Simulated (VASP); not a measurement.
BeS:

```
Be S
1.0
     0.00000    2.36128    2.36128
     2.36128    0.00000    2.36128
     2.36128    2.36128    0.00000
Be S
1 1
Cartesian
  0.0000 0.0000 0.0000
  1.1806 1.1806 1.1806
```

This cell differs from its parent crystal: strain -3.0%.

Base run:

```yaml
Program: VASP 6.6.1
Functional: r2SCAN
Potentials_or_basis: VASP PAW PBE potentials, release 64 (Be, S)
Cutoff: 520 eV
k_mesh: 10 × 10 × 10
Occupations: gaussian, width 0.01 eV
Spin: no spin polarisation
```

Its results: band gap on the k mesh 3.38 eV, indirect (least direct gap 6.19 eV); pressure 10.9 GPa.

**Question.** The run is repeated on the same cell with these changes: functional from r2SCAN to PBE; occupations from gaussian, width 0.01 eV to fermi-dirac, width 0.02 eV. What comes out?

**Answer.** Band gap on the k mesh 2.92 eV, indirect (least direct gap 5.62 eV); pressure 10.7 GPa.

Caveats: the PAW data sets were made with another functional, which shifts forces and pressure a little (some runs).

A k mesh can miss the band edges.
